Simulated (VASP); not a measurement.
# GaGe in VASP: a series of runs, part 2 of 2

VASP 6.6.1. The steps go on from the part before.

## Step 3: Single point, PBE-based screened hybrid with 10 % exact exchange

The input, POSCAR:

```
GaGe
1.0
    0.0000000000      2.8978440000      2.8978440000
    2.8978440000      0.0000000000      2.8978440000
    2.8978440000      2.8978440000      0.0000000000
Ge Ga
1 1
Direct
    0.0000000000      0.0000000000      0.0000000000
    0.2500000000      0.2500000000      0.2500000000
```

The input, INCAR.step1:

```
SYSTEM = GaGe
PREC = Accurate
ENCUT = 520
EDIFF = 1E-5
ISMEAR = -1
SIGMA = 0.05
LREAL = .FALSE.
LASPH = .TRUE.
NELM = 60
ALGO = Normal
ISIF = 2
LWAVE = .TRUE.
LCHARG = .FALSE.
GGA = PE
NBANDS = 20
```

The input, INCAR.step2:

```
SYSTEM = GaGe
PREC = Accurate
ENCUT = 520
EDIFF = 1E-6
ISMEAR = -1
SIGMA = 0.05
LREAL = .FALSE.
LASPH = .TRUE.
NELM = 60
ALGO = Normal
ISIF = 2
LWAVE = .FALSE.
LCHARG = .FALSE.
GGA = PE
LHFCALC = .TRUE.
AEXX = 0.1
HFSCREEN = 0.2078699
PRECFOCK = Normal
ISTART = 1
NBANDS = 20
```

The input, KPOINTS:

```
regular mesh
0
G
  5 5 5
  0 0 0
```

Potentials or basis: VASP PAW PBE potentials, release 64 (Ge_d, Ga_d).

The run is started by

```bash
cat potpaw_PBE.64/Ge_d/POTCAR potpaw_PBE.64/Ga_d/POTCAR > POTCAR
cp INCAR.step1 INCAR
mpirun -np 1 vasp_std > vasp.out
cp INCAR.step2 INCAR
mpirun -np 1 vasp_std > vasp.out
```

OUTCAR:

```text
SYSTEM = GaGe
   PREC = Accurate
   ENCUT = 520
   EDIFF = 1E-6
   ISMEAR = -1
   LREAL = .FALSE.
   LASPH = .TRUE.
   NELM = 60
   ISIF = 2
   GGA = PE
   LHFCALC = .TRUE.
   AEXX = 0.1
   HFSCREEN = 0.2078699
   PRECFOCK = Normal
   ISTART = 1

 ion  position               nearest neighbor table
   1  0.000  0.000  0.000-   2 2.51   2 2.51   2 2.51   2 2.51
   2  0.250  0.250  0.250-   1 2.51   1 2.51   1 2.51   1 2.51

  LATTYP: Found a face centered cubic cell.
 ALAT       =     5.7956880000

  Lattice vectors:

 A1 = (   0.0000000000,   2.8978440000,   2.8978440000)
 A2 = (   2.8978440000,   0.0000000000,   2.8978440000)
 A3 = (   2.8978440000,   2.8978440000,   0.0000000000)

Analysis of symmetry for initial positions (statically):
=====================================================================
 Subroutine PRICEL returns:
 Original cell was already a primitive cell.

 Routine SETGRP: Setting up the symmetry group for a
[... 153 lines left out ...]
  ---------------------------------------------------
  ext. energy  EPLUGINS =         0.00000000
  ---------------------------------------------------
  free energy    TOTEN  =        -7.57447871 eV

  energy without entropy =       -7.56566420  energy(sigma->0) =       -7.57007145

 E-fermi :   2.9559     XC(G=0):  -8.9130

 val. band max:        2.8693584269   @ k =  -0.4000   0.2000   0.0000
 cond. band min:       3.1825494695   @ k =   0.2000   0.2000   0.0000
 fundamental gap:      0.3131910425
 Fermi energy:         2.9559131199

 k-point     1 :       0.0000    0.0000    0.0000
  band No.  band energies     occupation
      1     -22.2678      2.00000
      2     -22.2678      2.00000
      3     -22.2678      2.00000
      4     -22.2483      2.00000
      5     -22.2483      2.00000
      6     -12.4517      2.00000
[... 219 lines left out ...]
     19      13.6930      0.00000
     20      15.1431      0.00000

------------------------ aborting loop because EDIFF is reached ----------------------------------------

  FORCE on cell =-STRESS in cart. coord.  units (eV):
  Direction    XX          YY          ZZ          XY          YZ          ZX
  --------------------------------------------------------------------------------------
  -------------------------------------------------------------------------------------
  Total       -0.1887882     -0.1887882     -0.1887882      0.0000000      0.0000000      0.0000000
  in kB       -6.2148454     -6.2148454     -6.2148454      0.0000000      0.0000000      0.0000000
  external PRESSURE =      -6.2148454 kB  Pullay stress =       0.0000000 kB

 VOLUME and BASIS-vectors are now :
 -----------------------------------------------------------------------------
  energy-cutoff  :      520.00
  volume of cell :       48.67
      direct lattice vectors                 reciprocal lattice vectors
     0.000000000  2.897844000  2.897844000    -0.172542069  0.172542069  0.172542069
     2.897844000  0.000000000  2.897844000     0.172542069 -0.172542069  0.172542069
     2.897844000  2.897844000  0.000000000     0.172542069  0.172542069 -0.172542069

 POSITION                                       TOTAL-FORCE (eV/Angst)
 -----------------------------------------------------------------------------------
      0.00000      0.00000      0.00000         0.000000      0.000000      0.000000
      1.44892      1.44892      1.44892        -0.000000     -0.000000     -0.000000
 -----------------------------------------------------------------------------------
    total drift:                               -0.000002     -0.000004     -0.000003

  FREE ENERGIE OF THE ION-ELECTRON SYSTEM (eV)
  ---------------------------------------------------
  free  energy   TOTEN  =        -7.5744787108 eV

  energy  without entropy=       -7.5656641986  energy(sigma->0) =       -7.57007145
```

OUTCAR.step1:

```text
SYSTEM = GaGe
   PREC = Accurate
   ENCUT = 520
   EDIFF = 1E-5
   ISMEAR = -1
   LREAL = .FALSE.
[... 434 lines left out ...]
      0.00000      0.00000      0.00000        -0.000000     -0.000000     -0.000000
      1.44892      1.44892      1.44892         0.000000      0.000000      0.000000
 -----------------------------------------------------------------------------------
    total drift:                               -0.000000     -0.000000     -0.000000

  FREE ENERGIE OF THE ION-ELECTRON SYSTEM (eV)
  ---------------------------------------------------
  free  energy   TOTEN  =        -7.1537927669 eV

  energy  without entropy=       -7.1445140191  energy(sigma->0) =       -7.14915339
```

Wall time 32 min (1 thread of Intel Xeon Platinum 8259CL at 2.50GHz (Skylake/Cascade Lake), shared host); peak memory 0.3 GiB.

What came out:

- Free energy: -7.5745 eV
- Pressure: -0.6 GPa
- Band gap on the k mesh: zero (an odd number of electrons rules out a gap without spin polarisation)

Levels at points of the mesh, in eV from the Fermi level:
| k point | band 10 | band 11 | band 12 | band 13 | band 14 | band 15 | band 16 | band 17 |
| --- | --- | --- | --- | --- | --- | --- | --- | --- |
| (0.00, 0.00, 0.00) | -15.35 | -11.00 | 1.82 | 1.82 | 1.82 | 2.39 | 4.64 | 4.64 |

Caveat: the k points lie up to 0.38 Å⁻¹ apart, too coarse for converged energies and pressures of a metal; the PAW data sets were made with another functional, which shifts forces and pressure a little.

## Step 4: Single point, PBEsol, non-collinear spin, zero start, spin-orbit coupling (23.85 Å³/atom)

This run uses another cell than the first one, of 23.85 Å³/atom.

The input, INCAR:

```
PREC = Accurate ; ENCUT = 520
EDIFF = 1E-6 ; ISMEAR = 0
SIGMA = 0.05 ; LREAL = False
LASPH = True ; NELM = 150
ALGO = Normal ; ISIF = 2
LWAVE = False ; LCHARG = False
MAGMOM = 0 0 0 0 0 0 ; LORBIT = 11
LSORBIT = True ; GGA_COMPAT = False
LORBMOM = True ; GGA = PS
NBANDS = 39
```

The input, KPOINTS:

```
Automatic mesh
0
Gamma
  6 6 6
```

The input, POSCAR:

```
GaGe
1.0
    0.0164617685      2.8077809317      2.9077564013
    2.8708686504     -0.0104335012      2.9346506777
    2.8847876006      2.8485951516     -0.0243524514
Ge Ga
1 1
Direct
    0.0000000000      0.0000000000      0.0000000000
    0.2500000000      0.2500000000      0.2500000000
```

The run is started by

```bash
cat potpaw_PBE.64/Ge_d/POTCAR potpaw_PBE.64/Ga_d/POTCAR > POTCAR
mpirun -np 1 vasp_ncl > vasp.out
```

Run time: 5.1 min. Hardware: 1 thread of Intel Xeon 6975P-C (Granite Rapids), shared host; peak memory 0.69 GiB.

Results (log left out):

```yaml
Free_energy: -7.9495 eV
Pressure: -1.6 GPa
Largest_force: 0.205 eV/Å
Net_moment: 0.00 μB per cell
Valence_electrons_inside_the_program's_atomic_spheres: Ge 12.32; Ga 11.66
```

Forces on the atoms (eV/Å):
```
Ge  -0.169  0.006  0.116
Ga   0.169 -0.006 -0.116
```

Stress tensor (GPa, compression positive):
```
-1.81 -0.37 -0.05
-0.37 -1.92  0.67
-0.05  0.67 -1.17
```

Moments on the atoms (μB; x, y, z):
```
Ge  0.00 0.00 0.00
Ga  0.00 0.00 0.00
```

Caveat: the PAW data sets were made with another functional, which shifts forces and pressure a little.

## Step 5: Summary

```tsv
level	spin	cell	k mesh	smearing	grid for exact exchange (PRECFOCK)	share of exact exchange	screening parameter	gap on the mesh (eV)	pressure (GPa)	largest force (eV/Å)
PBEsol	off	a = 4.098 Å, angles 60.0°, 2 atoms, atomic positions A	8 × 8 × 8	fermi-dirac 0.05 eV	-	-	-	none	-2.4	0.20
PBE-based screened hybrid with 10 % exact exchange	off	a = 4.098 Å, angles 60.0°, 2 atoms, atomic positions B	5 × 5 × 5	fermi-dirac 0.05 eV	Normal	0.1	0.20787 1/Å	none	-0.6	-
PBEsol	non-collinear, zero start, SOC	a = 4.042, b = 4.105, c = 4.054 Å, angles 60.6, 60.9, 59.0°, 2 atoms, atomic positions B	6 × 6 × 6	gaussian 0.05 eV	-	-	-	-	-1.6	0.21
```

Alike in all rows: task single point; potentials or basis VASP PAW PBE potentials, release 64 (Ge_d, Ga_d); cutoff (eV) 520.

Caveats: some runs use coarse meshes; the PAW data sets were made with another functional, which shifts forces and pressure a little.

Total energies depend on the potentials used, so only differences within one code and one set of settings carry meaning.

The gap in the log of VASP goes by the Fermi energy; the results here count the filled bands.